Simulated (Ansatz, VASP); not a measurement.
**TiSi2: VASP beside Ansatz**

```xyz
6
Lattice="-0.1257 4.0541 4.1997 2.3226 -0.0997 4.2257 2.3247 4.0822 -0.0976" Properties=species:S:1:pos:R:3 pbc="T T T"
Ti    3.3912    6.0274    6.2459
Ti    2.2608    4.0183    4.1639
Si    1.1510    0.6337    2.1026
Si    1.1098    3.3846    2.0613
Si    2.3019    1.2757    4.2051
Si    2.2197    6.7609    4.1228
```

Change from the starting cell: equal xy, yz and zx shear strains of -3 %, crystal datasets.

Alike in both runs: task electric field gradients; functional PBEsol; k mesh 8 × 8 × 8; occupations fermi-dirac, width 0.08 eV; no spin polarisation.

|  | VASP | Ansatz |
| --- | --- | --- |
| version | VASP 6.6.1 | Ansatz 0.2.0 |
| potentials or method | VASP PAW PBE potentials, release 64 (Ti_sv, Si), cutoff 520 eV | all-electron PAW with datasets made for the crystal, scalar-relativistic |

VASP gave:

- pressure (GPa): -1.2
- traceless stress, the component that is largest in VASP (GPa): 4.76
- rms of the force components (eV/Å): 0.169
- size of Vzz on the site where it differs most (V/Å²): 39.1

Task: Which values does Ansatz return?

Result: Pressure (GPa): -1.3; traceless stress, the component that is largest in VASP (GPa): 4.75; rms of the force components (eV/Å): 0.168; size of Vzz on the site where it differs most (V/Å²): 38.0.

VASP's potentials were made for PBE, not for PBEsol. Atom by atom the forces differ by 0.001 eV/Å (rms over components). Ansatz ran all-electron here, and VASP with PAW potentials.
